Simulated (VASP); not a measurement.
# Se (Im-3m) in VASP: notebook, part 2 of 2

VASP 6.6.1.

## 4. Single point, PBE (strained)

Input file INCAR:

```
SYSTEM = Se
  ALGO = Normal
  EDIFF = 1E-7
  ENCUT = 520
  GGA = PE
  ISIF = 2
  ISMEAR = 0
  LASPH = .TRUE.
  LCHARG = .FALSE.
  LREAL = .FALSE.
  LWAVE = .FALSE.
  NBANDS = 9
  NELM = 100
  PREC = Accurate
  SIGMA = 0.1
```

Input file KPOINTS:

```
k-points
0
G
  14 14 14
  0 0 0
```

Input file POSCAR:

```
Se
1.0
   -1.7474316581      1.7474316581      1.7474316581
    1.7474316581     -1.7474316581      1.7474316581
    1.7474316581      1.7474316581     -1.7474316581
Se
1
Direct
    0.0000000000      0.0000000000      0.0000000000
```

Potentials or basis: VASP PAW PBE potentials, release 64 (Se).

On the command line:

```sh
> cat potpaw_PBE.64/Se/POTCAR > POTCAR
> mpirun -np 1 vasp_std > vasp.out
```

OUTCAR:

```text
SYSTEM = Se
   EDIFF = 1E-7
   ENCUT = 520
   GGA = PE
   ISIF = 2
   ISMEAR = 0
   LASPH = .TRUE.
   LREAL = .FALSE.
   NELM = 100
   PREC = Accurate

 ion  position               nearest neighbor table
   1  0.000  0.000  0.000-

  LATTYP: Found a body centered cubic cell.
 ALAT       =     3.4948633162

  Lattice vectors:

 A1 = (  -1.7474316581,   1.7474316581,   1.7474316581)
 A2 = (   1.7474316581,  -1.7474316581,   1.7474316581)
 A3 = (   1.7474316581,   1.7474316581,  -1.7474316581)

Analysis of symmetry for initial positions (statically):
=====================================================================
 Subroutine PRICEL returns:
 Original cell was already a primitive cell.

 Routine SETGRP: Setting up the symmetry group for a
 body centered cubic supercell.

 Subroutine GETGRP returns: Found 48 space group operations
 (whereof 48 operations were pure point group operations)
 out of a pool of 48 trial point group operations.

The static configuration has the point symmetry O_h .

Analysis of symmetry for dynamics (positions and initial velocities):
=====================================================================
 Subroutine PRICEL returns:
 Original cell was already a primitive cell.

 Routine SETGRP: Setting up the symmetry group for a
 body centered cubic supercell.

 Subroutine GETGRP returns: Found 48 space group operations
 (whereof 48 operations were pure point group operations)
 out of a pool of 48 trial point group operations.

The dynamic configuration has the point symmetry O_h .

 Subroutine INISYM returns: Found 48 space group operations
 (whereof 48 operations are pure point group operations),
 and found     1 'primitive' translations

----------------------------------------------------------------------------------------

                                     Primitive cell

  volume of cell :      21.3433

  direct lattice vectors                    reciprocal lattice vectors
    -1.747431658  1.747431658  1.747431658     0.000000000  0.286134223  0.286134223
     1.747431658 -1.747431658  1.747431658     0.286134223  0.000000000  0.286134223
     1.747431658  1.747431658 -1.747431658     0.286134223  0.286134223  0.000000000

  length of vectors
     3.026640415  3.026640415  3.026640415     0.404654899  0.404654899  0.404654899

  position of ions in fractional coordinates (direct lattice)
     0.000000000  0.000000000  0.000000000

  ion indices of the primitive-cell ions
   primitive index   ion index
                 1           1

----------------------------------------------------------------------------------------

 KPOINTS: k-points

Automatic generation of k-mesh.
 Grid dimensions read from file:
 generate k-points for:   14   14   14

 Generating k-lattice:

  Cartesian coordinates                     Fractional coordinates (reciprocal lattice)
     0.000000000  0.020438159  0.020438159     0.071428571  0.000000000  0.000000000
     0.020438159  0.000000000  0.020438159     0.000000000  0.071428571  0.000000000
     0.020438159  0.020438159  0.000000000     0.000000000  0.000000000  0.071428571

  Length of vectors
     0.028903921  0.028903921  0.028903921

  Shift w.r.t. Gamma in fractional coordinates (k-lattice)
     0.000000000  0.000000000  0.000000000

 Subroutine IBZKPT returns following result:
 ===========================================

 Found    104 irreducible k-points:

 Following reciprocal coordinates:
            Coordinates               Weight
  0.000000  0.000000  0.000000      1.000000
  0.071429  0.000000  0.000000     12.000000
  0.142857  0.000000  0.000000     12.000000
  0.214286  0.000000  0.000000     12.000000
  0.285714  0.000000  0.000000     12.000000
  0.357143  0.000000  0.000000     12.000000
[... 16 lines left out ...]
  0.285714  0.285714  0.000000     24.000000
  0.357143  0.285714  0.000000     24.000000
 [... further k-points ...]
   k-points           NKPTS =    104   k-points in BZ     NKDIM =    104   number of bands    NBANDS=      9
   number of dos      NEDOS =    301   number of ions     NIONS =      1
   total plane-waves  NPLWV =  13824
   dimension x,y,z NGX =    24 NGY =   24 NGZ =   24
   dimension x,y,z NGXF=    48 NGYF=   48 NGZF=   48
   ions per type =               1
   NGX,Y,Z   is equivalent  to a cutoff of  13.18, 13.18, 13.18 a.u.
   NGXF,Y,Z  is equivalent  to a cutoff of  26.37, 26.37, 26.37 a.u.
 SYSTEM =  Se
   PREC   = accura    normal or accurate (medium, high low for compatibility)
   ISTART =      0    job   : 0-new  1-cont  2-samecut
   ICHARG =      2    charge: 1-file 2-atom 10-const
   ISPIN  =      1    spin polarized calculation?
   LNONCOLLINEAR =      F non collinear calculations
   LSORBIT =      F    spin-orbit coupling
   LASPH  =      T    aspherical Exc in radial PAW
   ENCUT  =  520.0 eV  38.22 Ry    6.18 a.u.   5.63  5.63  5.63*2*pi/ulx,y,z
   NELM   =    100;   NELMIN=  2; NELMDL= -5     # of ELM steps
   EDIFF  = 0.1E-06   stopping-criterion for ELM
   LREAL  =      F    real-space projection
   EDIFFG = 0.1E-05   stopping-criterion for IOM
   NSW    =      0    number of steps for IOM
   IBRION =     -1    ionic relax: 0-MD 1-quasi-New 2-CG
   NFREE  =      0    steps in history (QN), initial steepest desc. (CG)
   ISIF   =      2    stress and relaxation
   ISYM   =      2    0-nonsym 1-usesym 2-fastsym
   POTIM  = 0.5000    time-step for ionic-motion
   TEBEG  =    0.0;   TEEND  =   0.0 temperature during run
   PSTRESS=    0.0 pullay stress
   NELECT =       6.0000    total number of electrons
   NUPDOWN=      -1.0000    fix difference up-down
   EMIN   =  10.00;   EMAX   =-10.00  energy-range for DOS
   EFERMI =   0.00;   METHOD = LEGACY
   ISMEAR =     0;   SIGMA  =   0.10  broadening in eV -4-tet -1-fermi 0-gaus
   EFERMI_NEDOS =   21; number of points for ismear=-14 and -15
   IALGO  =     38    algorithm
   IMIX   =      4    mixing-type and parameters
     AMIX     =   0.40;   BMIX     =  1.00
     AMIX_MAG =   1.60;   BMIX_MAG =  1.00
  volume/ion in A,a.u.               =      21.34       144.03
  Fermi-wavevector in a.u.,A,eV,Ry     =   1.072437  2.026612 15.648343  1.150121
  Thomas-Fermi vector in A             =   2.208207
   LORBIT       =      0    0 simple, 1 ext, 2 COOP (PROOUT), +10 PAW based schemes
   GGA     = PE    functional components
   LHFCALC =     F    Hartree Fock is set to
   AEXX    =    0.0000 exact exchange contribution
   IVDW    =     0    specifies the selected vdW correction
   LEPSILON=     F    determine dielectric tensor
   LRPA    =     F    only Hartree local field effects (RPA)
 non-spin polarized calculation
 Gauss-broadening in eV      SIGMA  =   0.10
  energy-cutoff  :      520.00
  volume of cell :       21.34
 maximum number of plane-waves:       603
   NGX = 11   NGY = 11   NGZ = 11

 number of electron       6.0000000 magnetization

 Free energy of the ion-electron system (eV)
  ---------------------------------------------------
  ext. energy  EPLUGINS =         0.00000000
  ---------------------------------------------------
  free energy    TOTEN  =        -2.91338791 eV

  energy without entropy =       -2.90936951  energy(sigma->0) =       -2.91137871

 E-fermi :   4.8456     XC(G=0): -10.3690

 val. band max:        4.8246660176   @ k =   0.3571   0.2143   0.0714
 cond. band min:       4.8909711835   @ k =  -0.2143   0.2143   0.2143
 fundamental gap:      0.0663051659
 Fermi energy:         4.8455549595

 k-point     1 :       0.0000    0.0000    0.0000
  band No.  band energies     occupation
      1     -10.7747      2.00000
      2       7.6438      0.00000
      3       7.6438      0.00000
      4       7.6438      0.00000
      5      15.4317      0.00000
      6      17.2081      0.00000
      7      17.2081      0.00000
      8      17.2081      0.00000
      9      20.1525      0.00000

 k-point     2 :       0.0714    0.0000    0.0000
  band No.  band energies     occupation
      1     -10.6741      2.00000
      2       7.0092      0.00000
      3       7.4425      0.00000
      4       7.6090      0.00000
      5      15.8174      0.00000
      6      16.7826      0.00000
      7      17.0851      0.00000
      8      17.6358      0.00000
      9      19.2831      0.00000
[... 253 lines left out ...]
 k-point    24 :       0.3571    0.2857    0.0000
  band No.  band energies     occupation
      1      -7.1589      2.00000
      2       0.0129      2.00000
      3       1.0763      2.00000
      4       5.8635      0.00000
      5      13.9280      0.00000
      6      17.0122      0.00000
      7      18.2253      0.00000
      8      22.0383      0.00000
      9      23.9503      0.00000

 [... further k-points ...]

------------------------ aborting loop because EDIFF is reached ----------------------------------------

  FORCE on cell =-STRESS in cart. coord.  units (eV):
  Direction    XX          YY          ZZ          XY          YZ          ZX
  --------------------------------------------------------------------------------------
  -------------------------------------------------------------------------------------
  Total       -0.3816625     -0.3816625     -0.3816625     -0.0000000      0.0000000     -0.0000000
  in kB      -28.6503219    -28.6503219    -28.6503219     -0.0000000      0.0000000     -0.0000000
  external PRESSURE =     -28.6503219 kB  Pullay stress =       0.0000000 kB

 VOLUME and BASIS-vectors are now :
 -----------------------------------------------------------------------------
  energy-cutoff  :      520.00
  volume of cell :       21.34
      direct lattice vectors                 reciprocal lattice vectors
    -1.747431658  1.747431658  1.747431658     0.000000000  0.286134223  0.286134223
     1.747431658 -1.747431658  1.747431658     0.286134223  0.000000000  0.286134223
     1.747431658  1.747431658 -1.747431658     0.286134223  0.286134223  0.000000000

 POSITION                                       TOTAL-FORCE (eV/Angst)
 -----------------------------------------------------------------------------------
      0.00000      0.00000      0.00000         0.000000     -0.000000      0.000000
 -----------------------------------------------------------------------------------
    total drift:                                0.000000      0.000000      0.000000

  FREE ENERGIE OF THE ION-ELECTRON SYSTEM (eV)
  ---------------------------------------------------
  free  energy   TOTEN  =        -2.9133879095 eV

  energy  without entropy=       -2.9093695135  energy(sigma->0) =       -2.91137871
```

Run time: 21 s. Hardware: 1 thread of Intel Xeon 8259CL, shared host; peak memory 0.15 GiB.

What came out:

- Free energy: -2.9134 eV
- Pressure: -2.9 GPa
- Band gap on the k mesh: zero (bands 3 and 4 overlap by 5.76 eV)

Levels at points of the mesh, in eV from the Fermi level:
```csv
k point,band 1,band 2,band 3,band 4,band 5,band 6
"(0.00, 0.00, 0.00)",-15.62,2.80,2.80,2.80,10.59,12.36
"(0.50, 0.00, 0.00)",-12.50,-6.16,0.08,2.06,6.95,8.47
"(0.50, 0.50, 0.50)",-10.39,-2.96,-2.96,-2.96,4.40,4.40
```

Caveat: the cell differs from its parent crystal (strained).

## 5. Single point, PBE (strained)

Input file INCAR:

```
SYSTEM = Se
PREC = Accurate
ENCUT = 520
EDIFF = 1E-7
ISMEAR = 0
SIGMA = 0.1
LREAL = .False.
LASPH = .True.
NELM = 100
ALGO = Normal
ISIF = 2
LWAVE = .False.
LCHARG = .False.
GGA = PE
NBANDS = 9
```

Input file KPOINTS:

```
Automatic mesh
0
Gamma
  18 18 18
  0 0 0
```

Input file POSCAR:

```
Se
1.0
   -1.6413068094      1.6413068094      1.6413068094
    1.6413068094     -1.6413068094      1.6413068094
    1.6413068094      1.6413068094     -1.6413068094
Se
1
Direct
    0.0000000000      0.0000000000      0.0000000000
```

Potentials or basis: VASP PAW PBE potentials, release 64 (Se).

On the command line:

```sh
> cat potpaw_PBE.64/Se/POTCAR > POTCAR
> mpirun -np 1 vasp_std > vasp.out
```

OUTCAR:

```text
SYSTEM = Se
   PREC = Accurate
   ENCUT = 520
   EDIFF = 1E-7
   ISMEAR = 0
   LREAL = .False.
   LASPH = .True.
   NELM = 100
   ISIF = 2
   GGA = PE

 ion  position               nearest neighbor table
   1  0.000  0.000  0.000-

  LATTYP: Found a body centered cubic cell.
 ALAT       =     3.2826136188

  Lattice vectors:

 A1 = (  -1.6413068094,   1.6413068094,   1.6413068094)
 A2 = (   1.6413068094,  -1.6413068094,   1.6413068094)
 A3 = (   1.6413068094,   1.6413068094,  -1.6413068094)

Analysis of symmetry for initial positions (statically):
=====================================================================
 Subroutine PRICEL returns:
 Original cell was already a primitive cell.

 Routine SETGRP: Setting up the symmetry group for a
 body centered cubic supercell.

 Subroutine GETGRP returns: Found 48 space group operations
 (whereof 48 operations were pure point group operations)
 out of a pool of 48 trial point group operations.

The static configuration has the point symmetry O_h .

Analysis of symmetry for dynamics (positions and initial velocities):
=====================================================================
 Subroutine PRICEL returns:
 Original cell was already a primitive cell.

 Routine SETGRP: Setting up the symmetry group for a
 body centered cubic supercell.

 Subroutine GETGRP returns: Found 48 space group operations
 (whereof 48 operations were pure point group operations)
 out of a pool of 48 trial point group operations.

The dynamic configuration has the point symmetry O_h .

 Subroutine INISYM returns: Found 48 space group operations
 (whereof 48 operations are pure point group operations),
 and found     1 'primitive' translations

----------------------------------------------------------------------------------------

                                     Primitive cell

[... 110 lines left out ...]
  Fermi-wavevector in a.u.,A,eV,Ry     =   1.141779  2.157650 17.737369  1.303660
  Thomas-Fermi vector in A             =   2.278479
   LORBIT       =      0    0 simple, 1 ext, 2 COOP (PROOUT), +10 PAW based schemes
   GGA     = PE    functional components
   LHFCALC =     F    Hartree Fock is set to
   AEXX    =    0.0000 exact exchange contribution
   IVDW    =     0    specifies the selected vdW correction
   LEPSILON=     F    determine dielectric tensor
   LRPA    =     F    only Hartree local field effects (RPA)
 non-spin polarized calculation
 Gauss-broadening in eV      SIGMA  =   0.10
  energy-cutoff  :      520.00
  volume of cell :       17.69
 maximum number of plane-waves:       490
 NGX is ok and might be reduce to    24
   NGX = 11   NGY = 11   NGZ = 11

 number of electron       5.9999999 magnetization

 Free energy of the ion-electron system (eV)
  ---------------------------------------------------
  ext. energy  EPLUGINS =         0.00000000
  ---------------------------------------------------
  free energy    TOTEN  =        -2.82002886 eV

  energy without entropy =       -2.81755723  energy(sigma->0) =       -2.81879305

 E-fermi :   7.3503     XC(G=0): -11.2474

 val. band max:        7.3474865693   @ k =  -0.3333   0.3333   0.1111
 cond. band min:       7.3819718468   @ k =   0.3333   0.2222   0.0556
 fundamental gap:      0.0344852775
 Fermi energy:         7.3503209650

 k-point     1 :       0.0000    0.0000    0.0000
  band No.  band energies     occupation
      1     -10.1506      2.00000
      2      11.0675      0.00000
      3      11.0675      0.00000
      4      11.0675      0.00000
      5      20.0490      0.00000
      6      20.0490      0.00000
      7      20.0490      0.00000
      8      20.5011      0.00000
      9      23.2840      0.00000
[... 265 lines left out ...]
 k-point    24 :       0.3889    0.1111    0.0000
  band No.  band energies     occupation
      1      -5.9407      2.00000
      2       0.1399      2.00000
      3       6.3257      2.00000
      4       9.1471      0.00000
      5      15.3373      0.00000
      6      17.2253      0.00000
      7      23.2276      0.00000
      8      25.7198      0.00000
      9      28.2374      0.00000

 [... further k-points ...]

------------------------ aborting loop because EDIFF is reached ----------------------------------------

  FORCE on cell =-STRESS in cart. coord.  units (eV):
  Direction    XX          YY          ZZ          XY          YZ          ZX
  --------------------------------------------------------------------------------------
  -------------------------------------------------------------------------------------
  Total        1.5559030      1.5559030      1.5559030      0.0000000      0.0000000     -0.0000000
  in kB      140.9495819    140.9495819    140.9495819      0.0000000      0.0000000     -0.0000000
  external PRESSURE =     140.9495819 kB  Pullay stress =       0.0000000 kB

 VOLUME and BASIS-vectors are now :
 -----------------------------------------------------------------------------
  energy-cutoff  :      520.00
  volume of cell :       17.69
      direct lattice vectors                 reciprocal lattice vectors
    -1.641306809  1.641306809  1.641306809     0.000000000  0.304635305  0.304635305
     1.641306809 -1.641306809  1.641306809     0.304635305  0.000000000  0.304635305
     1.641306809  1.641306809 -1.641306809     0.304635305  0.304635305  0.000000000

 POSITION                                       TOTAL-FORCE (eV/Angst)
 -----------------------------------------------------------------------------------
      0.00000      0.00000      0.00000        -0.000000      0.000000      0.000000
 -----------------------------------------------------------------------------------
    total drift:                                0.000000      0.000000      0.000000

  FREE ENERGIE OF THE ION-ELECTRON SYSTEM (eV)
  ---------------------------------------------------
  free  energy   TOTEN  =        -2.8200288638 eV

  energy  without entropy=       -2.8175572341  energy(sigma->0) =       -2.81879305
```

It took 40 s on 1 thread of Intel Xeon 8259CL, shared host; peak memory 0.16 GiB.

What came out:

| Quantity | Value |
| --- | --- |
| Free energy | -2.8200 eV |
| Pressure | 14.1 GPa |
| Band gap on the k mesh | zero (bands 3 and 4 overlap by 7.54 eV) |

Caveat: the cell differs from its parent crystal (strained); the cell stands under pressure.

## 6. Single point, PBE (strained)

Input file INCAR:

```
SYSTEM = Se
  PREC = Accurate
  ENCUT = 520
  EDIFF = 1E-7
  ISMEAR = 0
  SIGMA = 0.1
  LREAL = .False.
  LASPH = .True.
  NELM = 60
  ALGO = Normal
  ISIF = 2
  LWAVE = .False.
  LCHARG = .False.
  GGA = PE
  NBANDS = 9
```

KPOINTS is that of step 5.

Input file POSCAR:

```
Se
1.0
   -1.7048624773      1.7048624773      1.7048624773
    1.7048624773     -1.7048624773      1.7048624773
    1.7048624773      1.7048624773     -1.7048624773
Se
1
Direct
    0.0000000000      0.0000000000      0.0000000000
```

Potentials or basis: VASP PAW PBE potentials, release 64 (Se).

On the command line:

```sh
> cat potpaw_PBE.64/Se/POTCAR > POTCAR
> mpirun -np 1 vasp_std > vasp.out
```

Wall time 36 s (1 thread of Intel Xeon 8259CL, shared host); peak memory 0.16 GiB.

It converged, with:

| Quantity | Value |
| --- | --- |
| Free energy | -2.9187 eV |
| Pressure | 2.0 GPa |
| Band gap on the k mesh | zero (bands 3 and 4 overlap by 6.41 eV) |

Levels at points of the mesh, in eV from the Fermi level:
| k point | band 1 | band 2 | band 3 | band 4 | band 5 | band 6 | band 7 | band 8 |
| --- | --- | --- | --- | --- | --- | --- | --- | --- |
| (0.00, 0.00, 0.00) | -16.40 | 3.04 | 3.04 | 3.04 | 11.42 | 12.40 | 12.40 | 12.40 |
| (0.50, 0.00, 0.00) | -12.83 | -6.89 | -0.01 | 2.15 | 6.88 | 8.26 | 17.47 | 18.09 |
| (0.50, 0.50, 0.50) | -10.35 | -3.37 | -3.37 | -3.37 | 3.93 | 3.93 | 22.81 | 22.81 |

Caveat: the cell differs from its parent crystal (strained).

## 7. Overview

```tsv
level	cell	k mesh	cutoff (eV)	gap on the mesh (eV)	pressure (GPa)
PBEsol	a = 2.936 Å, angles 109.5°, 1 atom	18 × 18 × 18	500	none	-1.0
r2SCAN	a = 2.972 Å, angles 109.5°, 1 atom	18 × 18 × 18	550	none	0.0
PBE	a = 3.027 Å, angles 109.5°, 1 atom	14 × 14 × 14	520	none	-2.9
PBE	a = 2.843 Å, angles 109.5°, 1 atom	18 × 18 × 18	520	none	14.1
PBE	a = 2.953 Å, angles 109.5°, 1 atom	18 × 18 × 18	520	none	2.0
```

Alike in all rows: task single point; potentials or basis VASP PAW PBE potentials, release 64 (Se); no spin polarisation; smearing gaussian 0.1 eV.

Caveats: the PAW data sets were made with another functional, which shifts forces and pressure a little (at least some runs); the cell stands under pressure (at least some runs).

Total energies depend on the potentials used, so only differences within one code and one set of settings carry meaning.
